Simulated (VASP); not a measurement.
**CdIn2O4: single point with PBE**

Crystal: CdIn2O4.

```
Cd In O
1.0
     0.00000    4.60036    4.60036
     4.60036    0.00000    4.60036
     4.60036    4.60036    0.00000
Cd In O
2 4 8
Cartesian
  0.0000 0.0000 0.0000
  2.3002 2.3002 2.3002
  5.7505 5.7505 5.7505
  5.7505 3.4503 3.4503
  3.4503 3.4503 5.7505
  3.4503 5.7505 3.4503
  7.9299 7.9299 7.9299
  3.5710 5.6297 5.6297
  5.8712 5.8712 7.9299
  5.6297 3.5710 5.6297
  7.9299 5.8712 5.8712
  3.5710 3.5710 3.5710
  5.8712 7.9299 5.8712
  5.6297 5.6297 3.5710
```

```json
{
  "Program": "VASP 6.6.1",
  "Task": "single point",
  "Functional": "PBE",
  "Potentials or basis": "VASP PAW PBE potentials, release 64 (Cd, In_d, O)",
  "Cutoff": "600 eV",
  "k mesh": "6 × 6 × 6",
  "Occupations": "fermi-dirac, width 0.02 eV",
  "Spin": "non-collinear spin, zero start, spin-orbit coupling",
  "Dipole correction": "no",
  "Further INCAR settings": "ALGO = Normal; EDIFF = 1e-06; NBANDS = 148"
}
```

```json
{
  "Pressure": "6.0 GPa",
  "Largest force": "0.159 eV/Å",
  "Net moment": "0.00 μB per cell",
  "Valence electrons inside the program's atomic spheres": "Cd 10.26; In 11.38; O 4.99"
}
```

Forces in eV/Å, atoms in the order of the input:
```
Cd   0.000  0.000  0.000
Cd   0.000  0.000  0.000
In   0.000  0.000  0.000
In   0.000  0.000  0.000
In   0.000  0.000  0.000
In   0.000  0.000  0.000
O    0.092  0.092  0.092
O   -0.092  0.092  0.092
O   -0.092 -0.092  0.092
O    0.092 -0.092  0.092
O    0.092 -0.092 -0.092
O   -0.092 -0.092 -0.092
O   -0.092  0.092 -0.092
O    0.092  0.092 -0.092
```

Moments on the atoms (μB; x, y, z):
```
Cd  0.00 0.00 0.00
Cd  0.00 0.00 0.00
In  0.00 0.00 0.00
In  0.00 0.00 0.00
In  0.00 0.00 0.00
In  0.00 0.00 0.00
O   0.00 0.00 0.00
O   0.00 0.00 0.00
O   0.00 0.00 0.00
O   0.00 0.00 0.00
O   0.00 0.00 0.00
O   0.00 0.00 0.00
O   0.00 0.00 0.00
O   0.00 0.00 0.00
```

Run time: 12 min on 4 MPI ranks on Intel(R) Xeon(R) Platinum 8488C (Sapphire Rapids) (shared host), peak memory 1.5 GiB a rank.
